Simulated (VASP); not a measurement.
# Mg (P6_3/mmc) in VASP: notebook, part 2 of 2

VASP 6.6.1. The steps go on from the part before.

**3. Single point, r2SCAN**

This run uses another cell than the first one, of 22.63 Å³/atom, 1.042 times its volume.

File POSCAR:

```
Mg
1.0
    3.1798105472      0.0000000000      0.0000000000
   -1.5899052736      2.7537967131      0.0000000000
    0.0000000000      0.0000000000     10.3357761984
Mg
4
Direct
    0.0000000000      0.0000000000      0.0000000000
    0.0000000000      1.0000000000      0.5000000000
    0.3333333333      0.6666666667      0.2500000000
    0.6666666667      0.3333333333      0.7500000000
```

File INCAR.step1:

```
SYSTEM = Mg
PREC     = Accurate       ! precision mode
ENCUT    = 520            ! plane-wave cutoff, eV
ISMEAR   = -1             ! smearing method
SIGMA    = 0.1            ! smearing width, eV
LREAL    = .False.        ! projectors in reciprocal space
LASPH    = .True.         ! aspherical terms in the spheres
NELM     = 80             ! most SCF steps
NBANDS   = 12             ! bands
GGA      = PE             ! functional
ALGO     = Normal         ! electronic algorithm
EDIFF    = 1E-4           ! SCF threshold, eV
LWAVE    = .True.         ! write WAVECAR
LCHARG   = .False.        ! write CHGCAR
```

File INCAR.step2:

```
SYSTEM = Mg
PREC     = Accurate       ! precision mode
ENCUT    = 520            ! plane-wave cutoff, eV
EDIFF    = 1E-6           ! SCF threshold, eV
ISMEAR   = -1             ! smearing method
SIGMA    = 0.1            ! smearing width, eV
LREAL    = .False.        ! projectors in reciprocal space
LASPH    = .True.         ! aspherical terms in the spheres
NELM     = 80             ! most SCF steps
ALGO     = Normal         ! electronic algorithm
ISIF     = 2              ! what is computed and relaxed
LWAVE    = .False.        ! write WAVECAR
LCHARG   = .False.        ! write CHGCAR
METAGGA  = R2SCAN         ! meta-GGA
LMIXTAU  = .True.       
NBANDS   = 12             ! bands
ISTART   = 1
```

File KPOINTS:

```
regular mesh
0
Gamma
  13 13 4
  0 0 0
```

Potentials or basis: VASP PAW PBE potentials, release 64 (Mg).

Started as:

```bash
cat potpaw_PBE.64/Mg/POTCAR > POTCAR
cp INCAR.step1 INCAR
mpirun -np 1 vasp_std > vasp.out
cp INCAR.step2 INCAR
mpirun -np 1 vasp_std > vasp.out
```

OUTCAR:

```text
SYSTEM = Mg
   PREC = Accurate
   ENCUT = 520
   EDIFF = 1E-6
   ISMEAR = -1
   LREAL = .False.
   LASPH = .True.
   NELM = 80
   ISIF = 2
   METAGGA = R2SCAN
   ISTART = 1

 ion  position               nearest neighbor table
   1  0.000  0.000  0.000-   3 3.17   4 3.17   4 3.17   3 3.17   4 3.17   3 3.17
   2  0.000  0.000  0.500-   3 3.17   4 3.17   4 3.17   3 3.17   4 3.17   3 3.17
   3  0.333  0.667  0.250-   1 3.17   2 3.17   1 3.17   2 3.17   1 3.17   2 3.17
   4  0.667  0.333  0.750-   1 3.17   2 3.17   1 3.17   2 3.17   1 3.17   2 3.17

  LATTYP: Found a hexagonal cell.
 ALAT       =     3.1798105472
 C/A-ratio  =     3.2504377368

  Lattice vectors:

 A1 = (   3.1798105472,   0.0000000000,   0.0000000000)
 A2 = (  -1.5899052736,   2.7537967131,   0.0000000000)
 A3 = (   0.0000000000,   0.0000000000,  10.3357761984)

Analysis of symmetry for initial positions (statically):
=====================================================================
 Subroutine PRICEL returns:
 Original cell was already a primitive cell.

 Routine SETGRP: Setting up the symmetry group for a
[... 190 lines left out ...]
      8      14.5513      0.00000
      9      14.5513      0.00000
     10      14.6510      0.00000
     11      14.6510      0.00000
     12      15.3384      0.00000
[... 331 lines left out ...]
 k-point    24 :       0.1538    0.0000    0.2500
  band No.  band energies     occupation
      1      -4.1387      2.00000
      2      -3.3936      2.00000
      3      -1.9212      2.00000
      4       0.2284      2.00000
      5       3.1664      0.03756
      6       6.5773      0.00000
      7       9.7564      0.00000
      8      10.4476      0.00000
      9      10.8011      0.00000
     10      11.7707      0.00000
     11      12.4017      0.00000
     12      13.0051      0.00000

 [... further k-points ...]

------------------------ aborting loop because EDIFF is reached ----------------------------------------

  FORCE on cell =-STRESS in cart. coord.  units (eV):
  Direction    XX          YY          ZZ          XY          YZ          ZX
  --------------------------------------------------------------------------------------
  -------------------------------------------------------------------------------------
  Total       -0.0807341     -0.0807341     -0.1670664      0.0000000      0.0000000      0.0000000
  in kB       -1.4291942     -1.4291942     -2.9574918      0.0000000      0.0000000      0.0000000
  external PRESSURE =      -1.9386267 kB  Pullay stress =       0.0000000 kB

 VOLUME and BASIS-vectors are now :
 -----------------------------------------------------------------------------
  energy-cutoff  :      520.00
  volume of cell :       90.51
      direct lattice vectors                 reciprocal lattice vectors
     3.179810547  0.000000000  0.000000000     0.314484145  0.181567506  0.000000000
    -1.589905274  2.753796713  0.000000000     0.000000000  0.363135011  0.000000000
     0.000000000  0.000000000 10.335776198     0.000000000  0.000000000  0.096751321

 POSITION                                       TOTAL-FORCE (eV/Angst)
 -----------------------------------------------------------------------------------
      0.00000      0.00000      0.00000         0.000000      0.000000      0.000000
      0.00000      0.00000      5.16789         0.000000      0.000000      0.000000
     -0.00000      1.83586      2.58394        -0.000000      0.000000     -0.000000
      1.58991      0.91793      7.75183         0.000000     -0.000000      0.000000
 -----------------------------------------------------------------------------------
    total drift:                               -0.000000      0.000000     -0.000000

  FREE ENERGIE OF THE ION-ELECTRON SYSTEM (eV)
  ---------------------------------------------------
  free  energy   TOTEN  =       -16.5728448243 eV

  energy  without entropy=      -16.5087607387  energy(sigma->0) =      -16.54080278
```

OUTCAR.step1:

```text
SYSTEM = Mg
   PREC = Accurate
   ENCUT = 520
   ISMEAR = -1
   LREAL = .False.
   LASPH = .True.
   NELM = 80
[... 590 lines left out ...]
      0.00000      0.00000      5.16789         0.000000      0.000000     -0.000000
     -0.00000      1.83586      2.58394         0.000000     -0.000000     -0.000000
      1.58991      0.91793      7.75183        -0.000000      0.000000      0.000000
 -----------------------------------------------------------------------------------
    total drift:                                0.000000     -0.000000     -0.000000

  FREE ENERGIE OF THE ION-ELECTRON SYSTEM (eV)
  ---------------------------------------------------
  free  energy   TOTEN  =        -6.0178135091 eV

  energy  without entropy=       -5.9502972976  energy(sigma->0) =       -5.98405540
```

It took 1.9 min on 1 thread of AMD EPYC 9R45 (Zen 5), shared host; peak memory 0.21 GiB.

Results:

```yaml
Free_energy: -16.5728 eV
Pressure: -0.2 GPa
Band_gap_on_the_k_mesh: zero (band 4 reaches 3.90 eV, above the bottom of band 5 at 1.52 eV)
```

Stress tensor (GPa, compression positive):
```
-0.14  0.00  0.00
 0.00 -0.14  0.00
 0.00  0.00 -0.30
```

Caveat: the PAW data sets were made with another functional, which shifts forces and pressure a little.

**4. Single point, r2SCAN (volume scaled by 1.04)**

File POSCAR:

```
Mg
1.0
    3.2216549583      0.0000000000      0.0000000000
   -1.6108274791      2.7900350361      0.0000000000
    0.0000000000      0.0000000000     10.4717888512
Mg
4
Direct
    0.0000000000      0.0000000000      0.0000000000
    0.0000000000      1.0000000000      0.5000000000
    0.3333333333      0.6666666667      0.2500000000
    0.6666666667      0.3333333333      0.7500000000
```

File INCAR.step1:

```
PREC = Accurate
ENCUT = 520
ISMEAR = -1
SIGMA = 0.1
LREAL = F
LASPH = T
NELM = 80
NBANDS = 12
GGA = PE
ALGO = Normal
EDIFF = 1E-4
LWAVE = T
LCHARG = F
```

File INCAR.step2:

```
PREC = Accurate
ENCUT = 520
EDIFF = 1E-6
ISMEAR = -1
SIGMA = 0.1
LREAL = F
LASPH = T
NELM = 80
ALGO = Normal
ISIF = 2
LWAVE = F
LCHARG = F
METAGGA = R2SCAN
LMIXTAU = T
NBANDS = 12
ISTART = 1
```

File KPOINTS:

```
regular mesh
0
Gamma
  13 13 4
```

Started as:

```bash
cat potpaw_PBE.64/Mg/POTCAR > POTCAR
cp INCAR.step1 INCAR
mpirun -np 1 vasp_std > vasp.out
cp INCAR.step2 INCAR
mpirun -np 1 vasp_std > vasp.out
```

It took 2.1 min on 1 thread of AMD EPYC 9R45 (Zen 5), shared host; peak memory 0.21 GiB.

Results (log left out):

- Free energy: -16.5520 eV
- Pressure: -1.6 GPa
- Band gap on the k mesh: zero (band 4 reaches 3.70 eV, above the bottom of band 5 at 1.31 eV)

Stress tensor (GPa, compression positive):
```
-1.57  0.00  0.00
 0.00 -1.57  0.00
 0.00  0.00 -1.68
```

Levels at points of the mesh, in eV from the Fermi level:
```
           k point  band 1  band 2  band 3  band 4  band 5  band 6  band 7  band 8
(0.00, 0.00, 0.00)   -7.33   -5.87   -5.87   -1.92   -1.26    5.24    5.25   11.54
(0.00, 0.00, 0.50)   -6.96   -6.96   -4.08   -4.08    1.55    1.55    9.43    9.43
```

Caveat: the cell differs from its parent crystal (volume scaled by 1.04); the PAW data sets were made with another functional, which shifts forces and pressure a little.

**5. Overview**

```tsv
cell	gap on the mesh (eV)	pressure (GPa)
a = 3.137, b = 3.137, c = 10.196 Å, angles 90.0, 90.0, 120.0°, 4 atoms	none	1.5
a = 3.180, b = 3.180, c = 10.336 Å, angles 90.0, 90.0, 120.0°, 4 atoms	none	-0.2
a = 3.222, b = 3.222, c = 10.472 Å, angles 90.0, 90.0, 120.0°, 4 atoms	none	-1.6
```

Alike in all rows: task single point; level r2SCAN; potentials or basis VASP PAW PBE potentials, release 64 (Mg); no spin polarisation; k mesh 13 × 13 × 4; cutoff (eV) 520; smearing fermi-dirac 0.1 eV.

Caveats: the PAW data sets were made with another functional, which shifts forces and pressure a little.

Total energies depend on the potentials used, so only differences within one code and one set of settings carry meaning.
